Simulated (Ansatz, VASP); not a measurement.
## Sn: VASP beside Ansatz

File INCAR:

```
PREC = Accurate
ENCUT = 520
EDIFF = 1E-6
ISMEAR = 0
SIGMA = 0.15
LREAL = False
LASPH = True
NELM = 80
ALGO = Fast
ISIF = 2
LWAVE = False
LCHARG = True
GGA = PE
LELF = True
LVHAR = True
NBANDS = 21
```

The input KPOINTS:

```
regular mesh
0
Gamma
  16 16 16
```

Contents of POSCAR:

```
Sn
1.0
    0.0000000000      3.3281477812      3.3281477812
    3.4279922146      0.0000000000      3.3281477812
    3.4279922146      3.3281477812      0.0000000000
Sn
2
Direct
    0.5000000000      0.5000000000      0.5000000000
    0.7500000000      0.7500000000      0.7500000000
```

Input for Ansatz:

```yaml
crystal:
  lattice:
    - [0.0, 3.3281477812, 3.3281477812]
    - [3.4279922146, 0.0, 3.3281477812]
    - [3.4279922146, 3.3281477812, 0.0]
  atoms:
    - { symbol: Sn, position: [0.5, 0.5, 0.5] }
    - { symbol: Sn, position: [0.75, 0.75, 0.75] }
basis:
  ecutwfc: 420
kpoints:
  mp_grid: { grid: [16, 16, 16] }
hamiltonian:
  xc: pbe
scf:
  occupations: { method: gaussian, width: 0.15 }
output:
  forces: true
  stress: true
  eigenvalues: true
```

Change from the starting cell: strain +0.0300 x Voigt [1, 0, 0, 0, 0, 0], atoms carried along.

Alike in both runs: task single point; functional PBE; k mesh 16 × 16 × 16; occupations gaussian, width 0.15 eV; no spin polarisation.

|  | VASP | Ansatz |
| --- | --- | --- |
| version | VASP 6.6.1 | Ansatz 0.2.0 |
| potentials or method | VASP PAW PBE potentials, release 64 (Sn_d), cutoff 520 eV | scalar-relativistic, plane waves, PAW |
| valence electrons in the cell | 28 | 28 |

```csv
,VASP,Ansatz,Ansatz less VASP
gap on the k mesh at the Fermi level (eV),none,none,-
pressure (GPa),-1.1,-1.0,+0.05
"traceless stress, the component that is largest in VASP (GPa)",-0.58,-0.58,0.000
```

A gap of «none» marks a metal or a gap that the smearing closes.
